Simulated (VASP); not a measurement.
Input of a VASP 6.6.1 run:

File INCAR:

```
SYSTEM = SnTe
  PREC = Accurate
  ENCUT = 500
  EDIFF = 1E-6
  ISMEAR = 0
  SIGMA = 0.1
  LREAL = .False.
  LASPH = .True.
  NELM = 120
  ALGO = Normal
  ISIF = 2
  LWAVE = .False.
  LCHARG = .False.
  GGA = RP
  NBANDS = 17
  GGA_COMPAT = .False.
```

The input KPOINTS:

```
Automatic mesh
0
Gamma
  4 4 4
  0 0 0
```

File POSCAR:

```
SnTe
1.0
    0.0000000000      3.6935130688      3.6935130688
    3.6935130688      0.0000000000      3.6935130688
    3.6935130688      3.6935130688      0.0000000000
Sn Te
1 1
Direct
    0.0000000000      0.0000000000      0.0000000000
    0.7500000000      0.7500000000      0.7500000000
```

Potentials or basis: VASP PAW PBE potentials, release 64 (Sn_d, Te).

The run is started by

```sh
$ cat potpaw_PBE.64/Sn_d/POTCAR potpaw_PBE.64/Te/POTCAR > POTCAR
$ mpirun -np 1 vasp_std > vasp.out
```

(1) What does it give for the band gap on the k mesh?

(2) Estimate the pressure.

Answers

(1) 0.36 eV, indirect (least direct gap 0.93 eV).

(2) -0.7 GPa.

Caveat: the PAW data sets were made with another functional, which shifts forces and pressure a little; spin-orbit coupling is left out, which moves the levels of the heavy elements.
